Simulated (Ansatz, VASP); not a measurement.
## H: VASP beside Ansatz

INCAR

```
PREC     = Accurate       # precision mode
ENCUT    = 520            # plane-wave cutoff, eV
EDIFF    = 1E-6           # SCF threshold, eV
ISMEAR   = 0              # smearing method
SIGMA    = 0.02           # smearing width, eV
LREAL    = False          # projectors in reciprocal space
LASPH    = True           # aspherical terms in the spheres
NELM     = 100            # most SCF steps
ALGO     = Normal         # electronic algorithm
ISIF     = 2              # what is computed and relaxed
LWAVE    = False          # write WAVECAR
LCHARG   = True           # write CHGCAR
GGA      = PS             # functional
LELF     = True           # ELF
LVHAR    = True         
NBANDS   = 10             # bands
```

File KPOINTS:

```
regular mesh
0
Gamma
  9 9 6
```

Contents of POSCAR:

```
H
1.0
    3.7613693476      0.0000000000      0.0000000000
   -1.8806846738      3.2574414080      0.0000000000
    0.0000000000      0.0000000000      5.2459542146
H
4
Direct
    0.3333333300      0.6666666700      0.1705513561
    0.6666666700      0.3333333300      0.6705513561
    0.6666666700      0.3333333300      0.8294486439
    0.3333333300      0.6666666700      0.3294486439
```

Input for Ansatz:

```yaml
crystal:
  lattice:
    - [3.7613693476, 0.0, 0.0]
    - [-1.8806846738, 3.257441408, 0.0]
    - [0.0, 0.0, 5.2459542146]
  atoms:
    - { symbol: H, position: [0.33333333, 0.66666667, 0.1705513561] }
    - { symbol: H, position: [0.66666667, 0.33333333, 0.6705513561] }
    - { symbol: H, position: [0.66666667, 0.33333333, 0.8294486439] }
    - { symbol: H, position: [0.33333333, 0.66666667, 0.3294486439] }
basis:
  ecutwfc: 420
kpoints:
  mp_grid: { grid: [9, 9, 6] }
hamiltonian:
  xc: pbesol
scf:
  occupations: { method: gaussian, width: 0.02 }
output:
  forces: true
  stress: true
  eigenvalues: true
  write_density: true
  write_potential: true
  elf: true
  volumetric_format: npy
```

Alike in both runs: task single point; functional PBEsol; k mesh 9 × 9 × 6; occupations gaussian, width 0.02 eV; no spin polarisation.

```csv
,VASP,Ansatz
version,VASP 6.6.1,Ansatz 0.2.0
potentials or method,"VASP PAW PBE potentials, release 64 (H), cutoff 520 eV","scalar-relativistic, plane waves, PAW"
valence electrons in the cell,4,4
```

Ansatz gave:

```
gap on the k mesh at the Fermi level (eV)                     : 8.06
least direct gap on the mesh (eV)                             : 8.06
pressure (GPa)                                                : -2.8
traceless stress, the component that is largest in VASP (GPa) : -5.48
rms of the force components (eV/Å)                            : 1.133
```

Q: Estimate VASP's values.

A: gap on the k mesh at the Fermi level (eV): 8.06; least direct gap on the mesh (eV): 8.06; pressure (GPa): -2.9; traceless stress, the component that is largest in VASP (GPa): -5.45; rms of the force components (eV/Å): 1.126.

VASP's potentials were made for PBE, not for PBEsol. Atom by atom the forces differ by 0.007 eV/Å (rms over components).
